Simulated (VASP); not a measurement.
The system is Au.

```
Au
1.0
     2.66207    0.00000    0.00000
     0.00000    2.66207    0.00000
     0.00000    0.00000    2.37248
Au
1
Direct
  0.50000 0.50000 0.50000
```

```yaml
Program: VASP 6.6.1
Task: relaxation of cell and atoms
Functional: PBE
Potentials_or_basis: VASP PAW PBE potentials, release 64 (Au)
Cutoff: 600 eV
k_mesh: 6 × 6 × 8
Occupations: gaussian, width 0.1 eV
Spin: no spin polarisation
```

At the start: pressure 47.5 GPa; volume 16.81 Å³/atom.

Where does the relaxation end?

Over 11 steps the energy falls by 706.8 meV/atom and the volume is 20.67 Å³/atom (+22.9 %); space group Pm-3m (No. 221, to 0.05 Å).

Step by step:
| step | energy change (eV) | largest force (eV/Å) | pressure (GPa) | volume (Å³) |
| --- | --- | --- | --- | --- |
| 1 | 0.0000 | 0.0000 | 47.47 | 16.81 |
| 2 | -0.1390 | 0.0000 | -9.77 | 30.75 |
| 3 | -0.2377 | 0.0000 | -9.86 | 28.73 |
| 4 | -0.3401 | 0.0000 | -9.80 | 26.89 |
| 5 | -0.6844 | 0.0000 | -3.79 | 21.60 |
| 6 | -0.6425 | 0.0000 | 10.90 | 19.14 |
| 7 | -0.7045 | 0.0000 | -0.96 | 20.85 |
| 8 | -0.7064 | 0.0000 | 0.62 | 20.54 |
| 9 | -0.7063 | 0.0000 | 0.20 | 20.61 |
| 10 | -0.7068 | 0.0000 | -0.20 | 20.68 |
| 11 | -0.7068 | 0.0000 | -0.10 | 20.67 |

Final structure:
```
CELL_PARAMETERS angstrom
2.74060 0.00000 0.00000
0.00000 2.74060 0.00000
0.00000 0.00000 2.75135
ATOMIC_POSITIONS crystal
Au 0.50000 0.50000 0.50000
```

Caveat: the k points lie up to 0.38 Å⁻¹ apart in the final cell; the volume moved by over 15 % at a fixed basis, so the end points are rough.
